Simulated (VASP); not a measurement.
Write the native input for VASP 6.6.1 that does the following.

* Task: single point
* Functional: PBE
* Dispersion: D3(BJ)
* Potentials or basis: VASP PAW PBE potentials, release 64 (B, N)
* Cutoff: 520 eV
* k mesh: 12 × 12 × 4
* Occupations: gaussian, width 0.05 eV
* Spin: no spin polarisation
* Dipole correction: no
* Further INCAR settings: ALGO = Normal; EDIFF = 1e-06; NBANDS = 16

The structure of BN lies in POSCAR:

```
BN
1.0
    2.5165116628      0.0000000000      0.0000000000
   -1.2582558314      2.1685204268      0.0000000000
    0.0000000000      0.0000000000      6.6612000000
B N
2 2
Direct
    0.3333333333      0.6666666667      0.2500000000
    0.6666666667      0.3333333333      0.7500000000
    0.3333333333      0.6666666667      0.7500000000
    0.6666666667      0.3333333333      0.2500000000
```

This cell differs from its parent crystal: strain +0.0050 x Voigt [1, 0, 0, 0, 0, 0].

One way to write it, as run:

INCAR

```
SYSTEM = BN
PREC = Accurate ; ENCUT = 520
EDIFF = 1E-6 ; ISMEAR = 0
SIGMA = 0.05 ; LREAL = .False.
LASPH = .True. ; NELM = 100
ALGO = Normal ; ISIF = 2
LWAVE = .False. ; LCHARG = .False.
GGA = PE ; IVDW = 12
NBANDS = 16
```

KPOINTS

```
regular mesh
0
Gamma
  12 12 4
  0 0 0
```

Potentials or basis: VASP PAW PBE potentials, release 64 (B, N).

Launch:

```bash
$ cat potpaw_PBE.64/B/POTCAR potpaw_PBE.64/N/POTCAR > POTCAR
$ mpirun -np 1 vasp_std > vasp.out
```

Results of the run:

```yaml
Pressure: -1.1 GPa
Largest_force: 0.061 eV/Å
Band_gap_on_the_k_mesh: 4.26 eV, indirect (least direct gap 4.63 eV)
Dispersion_energy_per_atom: -0.140 eV
```

Caveat: the cell differs from its parent crystal (strain +0.0050 x Voigt [1, 0, 0, 0, 0, 0]).

Run time: 37 s on 1 thread of Intel(R) Xeon(R) Platinum 8488C (Sapphire Rapids) (shared host), peak memory 0.2 GiB.
